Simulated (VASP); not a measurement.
Ba, 1 atom in the cell. Symmetry: Immm, No. 71, orthorhombic system. Conventional cell: a = 4.875 Å, b = 5.000 Å, c = 5.125 Å, α = 90.00°, β = 90.00°, γ = 90.00°. Ba (site symmetry mmm) has 14 Ba at 4.33 to 5.12 Å within 5.7 Å.  This cell differs from its parent crystal: strain +0.0250 x Voigt [1, -1, 0, 0, 0, 0].

| Item | Value |
| --- | --- |
| Program | VASP 6.6.1 |
| Task | single point |
| Functional | PBE |
| Potentials or basis | VASP PAW PBE potentials, release 64 (Ba_sv) |
| Cutoff | 520 eV |
| k mesh | 14 × 14 × 14 |
| Occupations | gaussian, width 0.15 eV |
| Spin | no spin polarisation |
| Dipole correction | no |
| Further INCAR settings | ALGO = Fast; EDIFF = 1e-06; NBANDS = 11 |

Potentials or basis: VASP PAW PBE potentials, release 64 (Ba_sv).

Launch:

```sh
$ cat potpaw_PBE.64/Ba_sv/POTCAR > POTCAR
$ mpirun -np 1 vasp_std > vasp.out
```

Hardware: 1 thread of Intel(R) Xeon(R) Platinum 8488C (Sapphire Rapids) (shared host).

Task: Estimate the wall time of this run.

Result: Run time: 2.1 min on 1 thread of Intel(R) Xeon(R) Platinum 8488C (Sapphire Rapids), on a shared host, peak memory 0.4 GiB. Counts: scf iterations 11, k points 428.
